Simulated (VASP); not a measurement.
# MgO (Fm-3m) in VASP: single point with PBE

Aim: the single point of MgO with PBE.

All numbers are computed with VASP 6.6.1; they aren't measurements. Logs are shortened: lines on timing, memory, paths and dates and some standing lists are left out, and cuts for length are marked.

## (1) The cell of the first run

Symmetry: Fm-3m, No. 225, cubic system. The conventional cell has a = 4.212 Å, b = 4.212 Å, c = 4.212 Å, α = 90.00°, β = 90.00°, γ = 90.00°. Mg (site symmetry m-3m) has 6 O at 2.11 Å within 2.8 Å. O (site symmetry m-3m) has 6 Mg at 2.11 Å within 2.8 Å.

## (2) Single point, PBE

Input file INCAR:

```
PREC = Accurate ; ENCUT = 600
EDIFF = 1E-6 ; ISMEAR = 0
SIGMA = 0.01 ; LREAL = False
LASPH = True ; NELM = 120
ALGO = Normal ; ISIF = 2
LWAVE = False ; LCHARG = False
GGA = PE ; NBANDS = 11
GGA_COMPAT = False
```

Input file KPOINTS:

```
Automatic mesh
0
Gamma
  5 5 5
```

Input file POSCAR:

```
MgO
1.0
    0.0000000000      2.1060000000      2.1060000000
    2.1060000000      0.0000000000      2.1060000000
    2.1060000000      2.1060000000      0.0000000000
Mg O
1 1
Direct
    0.0000000000      0.0000000000      0.0000000000
    0.5000000000      0.5000000000      0.5000000000
```

Potentials or basis: VASP PAW PBE potentials, release 64 (Mg, O).

Run with:

```
$ cat potpaw_PBE.64/Mg/POTCAR potpaw_PBE.64/O/POTCAR > POTCAR
$ mpirun -np 1 vasp_std > vasp.out
```

OUTCAR:

```text
PREC = Accurate
   ENCUT = 600
   EDIFF = 1E-6
   ISMEAR = 0
   LREAL = False
   LASPH = True
   NELM = 120
   ISIF = 2
   GGA = PE

 ion  position               nearest neighbor table
   1  0.000  0.000  0.000-   2 2.11   2 2.11   2 2.11   2 2.11   2 2.11   2 2.11
   2  0.500  0.500  0.500-   1 2.11   1 2.11   1 2.11   1 2.11   1 2.11   1 2.11

  LATTYP: Found a face centered cubic cell.
 ALAT       =     4.2120000000

  Lattice vectors:

 A1 = (   0.0000000000,   2.1060000000,   2.1060000000)
 A2 = (   2.1060000000,   0.0000000000,   2.1060000000)
 A3 = (   2.1060000000,   2.1060000000,   0.0000000000)

Analysis of symmetry for initial positions (statically):
=====================================================================
 Subroutine PRICEL returns:
 Original cell was already a primitive cell.

 Routine SETGRP: Setting up the symmetry group for a
 face centered cubic supercell.

 Subroutine GETGRP returns: Found 48 space group operations
 (whereof 48 operations were pure point group operations)
 out of a pool of 48 trial point group operations.

The static configuration has the point symmetry O_h .

Analysis of symmetry for dynamics (positions and initial velocities):
=====================================================================
 Subroutine PRICEL returns:
 Original cell was already a primitive cell.

 Routine SETGRP: Setting up the symmetry group for a
 face centered cubic supercell.

 Subroutine GETGRP returns: Found 48 space group operations
 (whereof 48 operations were pure point group operations)
 out of a pool of 48 trial point group operations.

The dynamic configuration has the point symmetry O_h .

 Subroutine INISYM returns: Found 48 space group operations
 (whereof 48 operations are pure point group operations),
 and found     1 'primitive' translations

----------------------------------------------------------------------------------------

                                     Primitive cell

  volume of cell :      18.6812

  direct lattice vectors                    reciprocal lattice vectors
     0.000000000  2.106000000  2.106000000    -0.237416904  0.237416904  0.237416904
     2.106000000  0.000000000  2.106000000     0.237416904 -0.237416904  0.237416904
     2.106000000  2.106000000  0.000000000     0.237416904  0.237416904 -0.237416904

  length of vectors
     2.978333762  2.978333762  2.978333762     0.411218140  0.411218140  0.411218140

  position of ions in fractional coordinates (direct lattice)
     0.000000000  0.000000000  0.000000000
     0.500000000  0.500000000  0.500000000

  ion indices of the primitive-cell ions
   primitive index   ion index
                 1           1
                 2           2

----------------------------------------------------------------------------------------

 KPOINTS: Automatic mesh

Automatic generation of k-mesh.
 Grid dimensions read from file:
 generate k-points for:    5    5    5

 Generating k-lattice:

  Cartesian coordinates                     Fractional coordinates (reciprocal lattice)
    -0.047483381  0.047483381  0.047483381     0.200000000  0.000000000  0.000000000
     0.047483381 -0.047483381  0.047483381     0.000000000  0.200000000  0.000000000
     0.047483381  0.047483381 -0.047483381     0.000000000  0.000000000  0.200000000

  Length of vectors
     0.082243628  0.082243628  0.082243628

  Shift w.r.t. Gamma in fractional coordinates (k-lattice)
     0.000000000  0.000000000  0.000000000

 Subroutine IBZKPT returns following result:
 ===========================================

 Found     10 irreducible k-points:

 Following reciprocal coordinates:
            Coordinates               Weight
  0.000000  0.000000  0.000000      1.000000
  0.200000  0.000000  0.000000      8.000000
  0.400000  0.000000  0.000000      8.000000
  0.200000  0.200000  0.000000      6.000000
  0.400000  0.200000  0.000000     24.000000
 -0.400000  0.200000  0.000000     24.000000
 -0.200000  0.200000  0.000000     12.000000
  0.400000  0.400000  0.000000      6.000000
 -0.400000  0.400000  0.000000     12.000000
 -0.400000  0.400000  0.200000     24.000000
   k-points           NKPTS =     10   k-points in BZ     NKDIM =     10   number of bands    NBANDS=     11
   number of dos      NEDOS =    301   number of ions     NIONS =      2
   total plane-waves  NPLWV =  13824
   dimension x,y,z NGX =    24 NGY =   24 NGZ =   24
   dimension x,y,z NGXF=    48 NGYF=   48 NGZF=   48
   ions per type =               1   1
   NGX,Y,Z   is equivalent  to a cutoff of  13.40, 13.40, 13.40 a.u.
   NGXF,Y,Z  is equivalent  to a cutoff of  26.79, 26.79, 26.79 a.u.
 SYSTEM =  unknown system
   PREC   = accura    normal or accurate (medium, high low for compatibility)
   ISTART =      0    job   : 0-new  1-cont  2-samecut
   ICHARG =      2    charge: 1-file 2-atom 10-const
   ISPIN  =      1    spin polarized calculation?
   LNONCOLLINEAR =      F non collinear calculations
   LSORBIT =      F    spin-orbit coupling
   LASPH  =      T    aspherical Exc in radial PAW
   ENCUT  =  600.0 eV  44.10 Ry    6.64 a.u.   5.95  5.95  5.95*2*pi/ulx,y,z
   NELM   =    120;   NELMIN=  2; NELMDL= -5     # of ELM steps
   EDIFF  = 0.1E-05   stopping-criterion for ELM
   LREAL  =      F    real-space projection
   EDIFFG = 0.1E-04   stopping-criterion for IOM
   NSW    =      0    number of steps for IOM
   IBRION =     -1    ionic relax: 0-MD 1-quasi-New 2-CG
   NFREE  =      0    steps in history (QN), initial steepest desc. (CG)
   ISIF   =      2    stress and relaxation
   ISYM   =      2    0-nonsym 1-usesym 2-fastsym
   POTIM  = 0.5000    time-step for ionic-motion
   TEBEG  =    0.0;   TEEND  =   0.0 temperature during run
   PSTRESS=    0.0 pullay stress
   NELECT =       8.0000    total number of electrons
   NUPDOWN=      -1.0000    fix difference up-down
   EMIN   =  10.00;   EMAX   =-10.00  energy-range for DOS
   EFERMI =   0.00;   METHOD = LEGACY
   ISMEAR =     0;   SIGMA  =   0.01  broadening in eV -4-tet -1-fermi 0-gaus
   EFERMI_NEDOS =   21; number of points for ismear=-14 and -15
   IALGO  =     38    algorithm
   IMIX   =      4    mixing-type and parameters
     AMIX     =   0.40;   BMIX     =  1.00
     AMIX_MAG =   1.60;   BMIX_MAG =  1.00
  volume/ion in A,a.u.               =       9.34        63.03
  Fermi-wavevector in a.u.,A,eV,Ry     =   1.233966  2.331857 20.717205  1.522672
  Thomas-Fermi vector in A             =   2.368675
   LORBIT       =      0    0 simple, 1 ext, 2 COOP (PROOUT), +10 PAW based schemes
   GGA     = PE    functional components
   LHFCALC =     F    Hartree Fock is set to
   AEXX    =    0.0000 exact exchange contribution
   IVDW    =     0    specifies the selected vdW correction
   LEPSILON=     F    determine dielectric tensor
   LRPA    =     F    only Hartree local field effects (RPA)
 non-spin polarized calculation
 Gauss-broadening in eV      SIGMA  =   0.01
  energy-cutoff  :      600.00
  volume of cell :       18.68
 maximum number of plane-waves:       635
   NGX = 11   NGY = 11   NGZ = 11

 number of electron       8.0000005 magnetization

 Free energy of the ion-electron system (eV)
  ---------------------------------------------------
  ext. energy  EPLUGINS =         0.00000000
  ---------------------------------------------------
  free energy    TOTEN  =       -11.90686931 eV

  energy without entropy =      -11.90686931  energy(sigma->0) =      -11.90686931

 E-fermi :   3.2427     XC(G=0): -11.0778

 val. band max:        3.1884640285   @ k =   0.0000   0.0000   0.0000
 cond. band min:       7.9150026121   @ k =   0.0000   0.0000   0.0000
 fundamental gap:      4.7265385836
 Fermi energy:         3.2427366153

 k-point     1 :       0.0000    0.0000    0.0000
  band No.  band energies     occupation
      1     -14.0746      2.00000
      2       3.1885      2.00000
      3       3.1885      2.00000
      4       3.1885      2.00000
      5       7.9150      0.00000
      6      18.9884      0.00000
      7      18.9884      0.00000
      8      18.9884      0.00000
      9      22.9044      0.00000
     10      24.6794      0.00000
     11      24.6794      0.00000

 k-point     2 :       0.2000    0.0000    0.0000
  band No.  band energies     occupation
      1     -13.6786      2.00000
      2       1.2154      2.00000
      3       2.9496      2.00000
      4       2.9496      2.00000
      5       9.7401      0.00000
      6      16.2262      0.00000
      7      19.7123      0.00000
      8      19.7123      0.00000
      9      23.2597      0.00000
     10      23.2597      0.00000
     11      25.4527      0.00000

 k-point     3 :       0.4000    0.0000    0.0000
  band No.  band energies     occupation
      1     -12.9350      2.00000
      2      -1.0715      2.00000
      3       2.5932      2.00000
      4       2.5932      2.00000
      5      11.0348      0.00000
      6      15.6272      0.00000
      7      19.6121      0.00000
      8      19.6121      0.00000
      9      24.2797      0.00000
     10      24.9588      0.00000
     11      24.9588      0.00000

 k-point     4 :       0.2000    0.2000    0.0000
  band No.  band energies     occupation
      1     -13.5612      2.00000
      2       1.1641      2.00000
      3       2.6634      2.00000
      4       2.6634      2.00000
      5      10.3993      0.00000
      6      15.2356      0.00000
      7      19.9396      0.00000
      8      20.1670      0.00000
      9      20.1670      0.00000
     10      25.8950      0.00000
     11      29.3566      0.00000
[... 43 lines left out ...]
 k-point     8 :       0.4000    0.4000    0.0000
  band No.  band energies     occupation
      1     -12.6868      2.00000
      2      -0.6650      2.00000
      3       1.9492      2.00000
      4       1.9492      2.00000
      5      12.6378      0.00000
      6      13.0205      0.00000
      7      16.4195      0.00000
      8      21.8721      0.00000
      9      21.8721      0.00000
     10      29.0441      0.00000
     11      29.1968      0.00000

 k-point     9 :      -0.4000    0.4000    0.0000
  band No.  band energies     occupation
      1     -12.5114      2.00000
      2      -0.5139      2.00000
      3       0.8483      2.00000
      4       1.9734      2.00000
      5      13.0557      0.00000
      6      14.4319      0.00000
      7      15.9021      0.00000
      8      21.4791      0.00000
      9      21.5490      0.00000
     10      29.5709      0.00000
     11      29.8933      0.00000

 k-point    10 :      -0.4000    0.4000    0.2000
  band No.  band energies     occupation
      1     -12.5775      2.00000
      2      -0.3018      2.00000
      3       0.8125      2.00000
      4       1.8067      2.00000
      5      14.2563      0.00000
      6      14.3353      0.00000
      7      15.8603      0.00000
      8      19.6964      0.00000
      9      23.7056      0.00000
     10      25.8265      0.00000
     11      30.6442      0.00000

------------------------ aborting loop because EDIFF is reached ----------------------------------------

  FORCE on cell =-STRESS in cart. coord.  units (eV):
  Direction    XX          YY          ZZ          XY          YZ          ZX
  --------------------------------------------------------------------------------------
  -------------------------------------------------------------------------------------
  Total        0.4314524      0.4314524      0.4314524      0.0000000      0.0000000      0.0000000
  in kB       37.0031215     37.0031215     37.0031215      0.0000000      0.0000000      0.0000000
  external PRESSURE =      37.0031215 kB  Pullay stress =       0.0000000 kB

 VOLUME and BASIS-vectors are now :
 -----------------------------------------------------------------------------
  energy-cutoff  :      600.00
  volume of cell :       18.68
      direct lattice vectors                 reciprocal lattice vectors
     0.000000000  2.106000000  2.106000000    -0.237416904  0.237416904  0.237416904
     2.106000000  0.000000000  2.106000000     0.237416904 -0.237416904  0.237416904
     2.106000000  2.106000000  0.000000000     0.237416904  0.237416904 -0.237416904

 POSITION                                       TOTAL-FORCE (eV/Angst)
 -----------------------------------------------------------------------------------
      0.00000      0.00000      0.00000         0.000000      0.000000      0.000000
      2.10600      2.10600      2.10600        -0.000000     -0.000000     -0.000000
 -----------------------------------------------------------------------------------
    total drift:                               -0.000000     -0.000000      0.000000

  FREE ENERGIE OF THE ION-ELECTRON SYSTEM (eV)
  ---------------------------------------------------
  free  energy   TOTEN  =       -11.9068693102 eV

  energy  without entropy=      -11.9068693102  energy(sigma->0) =      -11.90686931
```

Wall time 3 s (1 thread of Intel Xeon Platinum 8375C at 2.90GHz (Ice Lake), shared host); peak memory 0.13 GiB.

What came out:

```
Free energy            : -11.9069 eV
Pressure               : 3.7 GPa
Band gap on the k mesh : 4.73 eV, direct
```

Caveat: the k points lie up to 0.52 Å⁻¹ apart.
